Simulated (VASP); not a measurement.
# Co in VASP: single point with PBE

Aim: the single point of Co with PBE.

All numbers are computed with VASP 6.6.1; they aren't measurements. Logs are shortened: lines on timing, memory, paths and dates and some standing lists are left out, and cuts for length are marked.

### Step 1. The cell of the first run

The cell holds a sheet with vacuum, 2 atoms: a = 2.274 Å, b = 2.274 Å, c = 29.498 Å, α = 90.00°, β = 90.00°, γ = 90.00°.

The cell was generated, and may not be a known phase.

### Step 2. Single point, PBE, collinear spin, antiferromagnetic start

INCAR reads:

```
PREC     = Accurate       # precision mode
ENCUT    = 520            # plane-wave cutoff, eV
EDIFF    = 1E-7           # SCF threshold, eV
ISMEAR   = 0              # smearing method
SIGMA    = 0.1            # smearing width, eV
LREAL    = F              # projectors in reciprocal space
LASPH    = T              # aspherical terms in the spheres
NELM     = 150            # most SCF steps
ALGO     = Normal         # electronic algorithm
ISIF     = 2              # what is computed and relaxed
LWAVE    = F              # write WAVECAR
LCHARG   = F              # write CHGCAR
ISPIN    = 2              # spin polarisation
MAGMOM   = 1.72 -1.72     # initial moments
LORBIT   = 11             # projections on sites
LMAXMIX  = 4              # l up to which the mixer works
LDIPOL   = T            
IDIPOL   = 3            
DIPOL    = 0.5 0.5 0.288
GGA      = PE             # functional
NBANDS   = 20             # bands
```

KPOINTS reads:

```
regular mesh
0
Gamma
  24 24 1
```

POSCAR reads:

```
Co
1.0
    2.2740069002      0.0000000000      0.0000000000
    0.0000000000      2.2740069002      0.0000000000
    0.0000000000      0.0000000000     29.4979042800
Co
2
Direct
    0.5000000000      0.5000000000      0.3266460351
    0.5000000000      0.5000000000      0.2496660933
```

Potentials or basis: VASP PAW PBE potentials, release 64 (Co).

On the command line:

```sh
> cat potpaw_PBE.64/Co/POTCAR > POTCAR
> mpirun -np 1 vasp_std > vasp.out
```

OUTCAR:

```text
PREC = Accurate
   ENCUT = 520
   EDIFF = 1E-7
   ISMEAR = 0
   LREAL = F
   LASPH = T
   NELM = 150
   ISIF = 2
   ISPIN = 2
   LORBIT = 11
   GGA = PE

 ion  position               nearest neighbor table
   1  0.500  0.500  0.327-   2 2.27
   2  0.500  0.500  0.250-   1 2.27

  LATTYP: Found a simple tetragonal cell.
 ALAT       =     2.2740069002
 C/A-ratio  =    12.9717743061

  Lattice vectors:

 A1 = (   2.2740069002,   0.0000000000,   0.0000000000)
 A2 = (   0.0000000000,   2.2740069002,   0.0000000000)
 A3 = (   0.0000000000,   0.0000000000,  29.4979042800)

Analysis of symmetry for initial positions (statically):
=====================================================================
 Subroutine PRICEL returns:
 Original cell was already a primitive cell.

 Routine SETGRP: Setting up the symmetry group for a
 simple tetragonal supercell.

 Subroutine GETGRP returns: Found 16 space group operations
 (whereof  8 operations were pure point group operations)
 out of a pool of 16 trial point group operations.

The static configuration has the point symmetry C_4v.
 The point group associated with its full space group is D_4h.

Analysis of symmetry for dynamics (positions and initial velocities):
=====================================================================
 Subroutine PRICEL returns:
 Original cell was already a primitive cell.

 Routine SETGRP: Setting up the symmetry group for a
 simple tetragonal supercell.

 Subroutine GETGRP returns: Found 16 space group operations
 (whereof  8 operations were pure point group operations)
 out of a pool of 16 trial point group operations.

The dynamic configuration has the point symmetry C_4v.
 The point group associated with its full space group is D_4h.

Analysis of structural, dynamic, and magnetic symmetry:
=====================================================================
 Subroutine PRICEL returns:
 Original cell was already a primitive cell.

 Routine SETGRP: Setting up the symmetry group for a
 simple tetragonal supercell.

 Subroutine GETGRP returns: Found 16 space group operations
 (whereof  8 operations were pure point group operations)
 out of a pool of 16 trial point group operations.

The overall configuration has the point symmetry C_4v.
 The point group associated with its full space group is D_4h.

 Subroutine INISYM returns: Found 16 space group operations
 (whereof  8 operations are pure point group operations),
 and found     1 'primitive' translations

----------------------------------------------------------------------------------------

                                     Primitive cell

  volume of cell :     152.5368

  direct lattice vectors                    reciprocal lattice vectors
     2.274006900  0.000000000  0.000000000     0.439752404  0.000000000  0.000000000
     0.000000000  2.274006900  0.000000000     0.000000000  0.439752404  0.000000000
     0.000000000  0.000000000 29.497904280     0.000000000  0.000000000  0.033900713

  length of vectors
     2.274006900  2.274006900 29.497904280     0.439752404  0.439752404  0.033900713

  position of ions in fractional coordinates (direct lattice)
     0.500000000  0.500000000  0.326646035
     0.500000000  0.500000000  0.249666093

  ion indices of the primitive-cell ions
   primitive index   ion index
                 1           1
                 2           2

----------------------------------------------------------------------------------------

 KPOINTS: regular mesh

Automatic generation of k-mesh.
 Grid dimensions read from file:
 generate k-points for:   24   24    1

 Generating k-lattice:

  Cartesian coordinates                     Fractional coordinates (reciprocal lattice)
     0.018323017  0.000000000  0.000000000     0.041666667  0.000000000  0.000000000
     0.000000000  0.018323017  0.000000000     0.000000000  0.041666667  0.000000000
     0.000000000  0.000000000  0.033900713     0.000000000  0.000000000  1.000000000

  Length of vectors
     0.018323017  0.018323017  0.033900713

  Shift w.r.t. Gamma in fractional coordinates (k-lattice)
     0.000000000  0.000000000  0.000000000

 Subroutine IBZKPT returns following result:
 ===========================================

 Found     91 irreducible k-points:

 Following reciprocal coordinates:
            Coordinates               Weight
  0.000000  0.000000  0.000000      1.000000
  0.041667  0.000000  0.000000      4.000000
  0.083333  0.000000  0.000000      4.000000
  0.125000  0.000000  0.000000      4.000000
  0.166667  0.000000  0.000000      4.000000
  0.208333  0.000000  0.000000      4.000000
[... 16 lines left out ...]
  0.416667  0.041667  0.000000      8.000000
  0.458333  0.041667  0.000000      8.000000
 [... further k-points ...]
   k-points           NKPTS =     91   k-points in BZ     NKDIM =     91   number of bands    NBANDS=     20
   number of dos      NEDOS =    301   number of ions     NIONS =      2
   total plane-waves  NPLWV =  72576
   dimension x,y,z NGX =    18 NGY =   18 NGZ =  224
   dimension x,y,z NGXF=    36 NGYF=   36 NGZF=  448
   ions per type =               2
   NGX,Y,Z   is equivalent  to a cutoff of  13.16, 13.16, 12.62 a.u.
   NGXF,Y,Z  is equivalent  to a cutoff of  26.32, 26.32, 25.25 a.u.
 SYSTEM =  unknown system
   PREC   = accura    normal or accurate (medium, high low for compatibility)
   ISTART =      0    job   : 0-new  1-cont  2-samecut
   ICHARG =      2    charge: 1-file 2-atom 10-const
   ISPIN  =      2    spin polarized calculation?
   LNONCOLLINEAR =      F non collinear calculations
   LSORBIT =      F    spin-orbit coupling
   LASPH  =      T    aspherical Exc in radial PAW
   ENCUT  =  520.0 eV  38.22 Ry    6.18 a.u.   4.23  4.23 54.85*2*pi/ulx,y,z
   NELM   =    150;   NELMIN=  2; NELMDL= -5     # of ELM steps
   EDIFF  = 0.1E-06   stopping-criterion for ELM
   LREAL  =      F    real-space projection
   EDIFFG = 0.1E-05   stopping-criterion for IOM
   NSW    =      0    number of steps for IOM
   IBRION =     -1    ionic relax: 0-MD 1-quasi-New 2-CG
   NFREE  =      0    steps in history (QN), initial steepest desc. (CG)
   ISIF   =      2    stress and relaxation
   ISYM   =      2    0-nonsym 1-usesym 2-fastsym
   POTIM  = 0.5000    time-step for ionic-motion
   TEBEG  =    0.0;   TEEND  =   0.0 temperature during run
   PSTRESS=    0.0 pullay stress
   NELECT =      18.0000    total number of electrons
   NUPDOWN=      -1.0000    fix difference up-down
   EMIN   =  10.00;   EMAX   =-10.00  energy-range for DOS
   EFERMI =   0.00;   METHOD = LEGACY
   ISMEAR =     0;   SIGMA  =   0.10  broadening in eV -4-tet -1-fermi 0-gaus
   EFERMI_NEDOS =   21; number of points for ismear=-14 and -15
   IALGO  =     38    algorithm
   IMIX   =      4    mixing-type and parameters
     AMIX     =   0.40;   BMIX     =  1.00
     AMIX_MAG =   1.60;   BMIX_MAG =  1.00
  volume/ion in A,a.u.               =      76.27       514.68
  Fermi-wavevector in a.u.,A,eV,Ry     =   0.802985  1.517422  8.772831  0.644785
  Thomas-Fermi vector in A             =   1.910766
   LORBIT       =     11    0 simple, 1 ext, 2 COOP (PROOUT), +10 PAW based schemes
   GGA     = PE    functional components
   LHFCALC =     F    Hartree Fock is set to
   AEXX    =    0.0000 exact exchange contribution
   IVDW    =     0    specifies the selected vdW correction
   LEPSILON=     F    determine dielectric tensor
   LRPA    =     F    only Hartree local field effects (RPA)
 spin polarized calculation
 Gauss-broadening in eV      SIGMA  =   0.10
  energy-cutoff  :      520.00
  volume of cell :      152.54
 maximum number of plane-waves:      4158
 NGX is ok and might be reduce to    18
   NGX =  9   NGY =  9   NGZ =109

 number of electron      18.0000000 magnetization      -0.0000000

 dipolmoment           0.000000      0.000000     -0.000004 electrons x Angstroem

 number of electron      17.9999998 magnetization       0.0000000

 dipolmoment           0.000000      0.000000      0.000000 electrons x Angstroem

 Free energy of the ion-electron system (eV)
  ---------------------------------------------------
  ext. energy  EPLUGINS =         0.00000000
  ---------------------------------------------------
  free energy    TOTEN  =       -11.57870910 eV

  energy without entropy =      -11.55816978  energy(sigma->0) =      -11.56843944

 E-fermi :  -2.5788     XC(G=0):  -2.6147

 val. band max:       -2.5790935285   @ k =   0.3750   0.1667   0.0000
 cond. band min:      -2.5731701321   @ k =   0.4583   0.1667   0.0000
 fundamental gap:      0.0059233964
 Fermi energy:        -2.5787807160

 spin component 1

 k-point     1 :       0.0000    0.0000    0.0000
  band No.  band energies     occupation
      1     -10.0020      1.00000
      2      -7.7123      1.00000
      3      -6.7371      1.00000
      4      -5.9642      1.00000
      5      -5.7747      1.00000
      6      -3.8720      1.00000
[... 12 lines left out ...]
     19       3.6744      0.00000
     20       4.7302      0.00000

 k-point     2 :       0.0417    0.0000    0.0000
  band No.  band energies     occupation
      1      -9.9476      1.00000
      2      -7.6604      1.00000
      3      -6.7124      1.00000
      4      -5.9496      1.00000
      5      -5.7491      1.00000
      6      -4.0262      1.00000
[... 12 lines left out ...]
     19       3.7217      0.00000
     20       4.7816      0.00000
[... 465 lines left out ...]
      3      -5.6052      1.00000
      4      -5.1281      1.00000
      5      -4.7441      1.00000
      6      -4.4897      1.00000
[... 12 lines left out ...]
     19       7.7513      0.00000
     20       8.3195      0.00000

 k-point    24 :       0.4583    0.0417    0.0000
  band No.  band energies     occupation
      1      -6.8324      1.00000
      2      -6.3476      1.00000
      3      -5.5301      1.00000
      4      -5.0726      1.00000
      5      -4.7900      1.00000
      6      -4.5448      1.00000
[... 12 lines left out ...]
     19       8.7330      0.00000
     20       8.7626      0.00000

 [... further k-points ...]

 spin component 2

 k-point     1 :       0.0000    0.0000    0.0000
  band No.  band energies     occupation
      1     -10.0020      1.00000
      2      -7.7123      1.00000
      3      -6.7371      1.00000
      4      -5.9642      1.00000
      5      -5.7747      1.00000
      6      -3.8720      1.00000
[... 12 lines left out ...]
     19       3.6744      0.00000
     20       4.7302      0.00000

 k-point     2 :       0.0417    0.0000    0.0000
  band No.  band energies     occupation
      1      -9.9476      1.00000
      2      -7.6604      1.00000
      3      -6.7124      1.00000
      4      -5.9496      1.00000
      5      -5.7491      1.00000
      6      -4.0262      1.00000
[... 12 lines left out ...]
     19       3.7216      0.00000
     20       4.7817      0.00000
[... 465 lines left out ...]
      3      -5.6052      1.00000
      4      -5.1281      1.00000
      5      -4.7441      1.00000
      6      -4.4897      1.00000
[... 12 lines left out ...]
     19       7.7513      0.00000
     20       8.3196      0.00000

 k-point    24 :       0.4583    0.0417    0.0000
  band No.  band energies     occupation
      1      -6.8324      1.00000
      2      -6.3476      1.00000
      3      -5.5301      1.00000
      4      -5.0726      1.00000
      5      -4.7900      1.00000
      6      -4.5448      1.00000
[... 12 lines left out ...]
     19       8.7331      0.00000
     20       8.7625      0.00000

 [... further k-points ...]

------------------------ aborting loop because EDIFF is reached ----------------------------------------

 vacuum level on the upper side and lower side of the slab       (xc-potential included)        -0.141        -0.157

  FORCE on cell =-STRESS in cart. coord.  units (eV):
  Direction    XX          YY          ZZ          XY          YZ          ZX
  --------------------------------------------------------------------------------------
  -------------------------------------------------------------------------------------
  Total       -0.2775201     -0.2775201     -0.3027270     -0.0000000     -0.0000000      0.0000000
  in kB       -2.9149442     -2.9149442     -3.1797067     -0.0000000     -0.0000000      0.0000000
  external PRESSURE =      -3.0031984 kB  Pullay stress =       0.0000000 kB

 VOLUME and BASIS-vectors are now :
 -----------------------------------------------------------------------------
  energy-cutoff  :      520.00
  volume of cell :      152.54
      direct lattice vectors                 reciprocal lattice vectors
     2.274006900  0.000000000  0.000000000     0.439752404  0.000000000  0.000000000
     0.000000000  2.274006900  0.000000000     0.000000000  0.439752404  0.000000000
     0.000000000  0.000000000 29.497904280     0.000000000  0.000000000  0.033900713

 POSITION                                       TOTAL-FORCE (eV/Angst)
 -----------------------------------------------------------------------------------
      1.13700      1.13700      9.63537         0.000000      0.000000     -0.131628
      1.13700      1.13700      7.36463         0.000000     -0.000000      0.131628
 -----------------------------------------------------------------------------------
    total drift:                                0.000000      0.000000      0.000058

  FREE ENERGIE OF THE ION-ELECTRON SYSTEM (eV)
  ---------------------------------------------------
  free  energy   TOTEN  =       -11.5787091012 eV

  energy  without entropy=      -11.5581697784  energy(sigma->0) =      -11.56843944

 vacuum level on the upper side and lower side of the slab         2.133         2.131

 total charge

# of ion       s       p       d       tot
------------------------------------------
    1        0.502   0.385   7.305   8.192
    2        0.502   0.385   7.305   8.192
--------------------------------------------------
tot          1.005   0.770  14.610  16.385

 magnetization (x)

# of ion       s       p       d       tot
------------------------------------------
    1        0.007  -0.014   1.453   1.446
    2       -0.007   0.014  -1.453  -1.446
--------------------------------------------------
tot          0.000   0.000   0.000   0.000
```

Run time: 8.1 min. Hardware: 1 thread of Intel Xeon 6975P-C (Granite Rapids), shared host; peak memory 0.57 GiB.

Results:

```
Free energy                                           : -11.5787 eV
Largest force                                         : 0.132 eV/Å
Band gap on the k mesh                                : zero (filled and empty bands overlap)
Net moment                                            : 0.00 μB per cell
Site moments                                          : Co +1.45, -1.45 μB
Valence electrons inside the program's atomic spheres : Co 8.19
```

Forces in eV/Å, atoms in the order of the input:
```
Co   0.000  0.000 -0.132
Co   0.000  0.000  0.132
```

Caveat: the antiferromagnetic order is the one typed at the start, and another may lie lower.
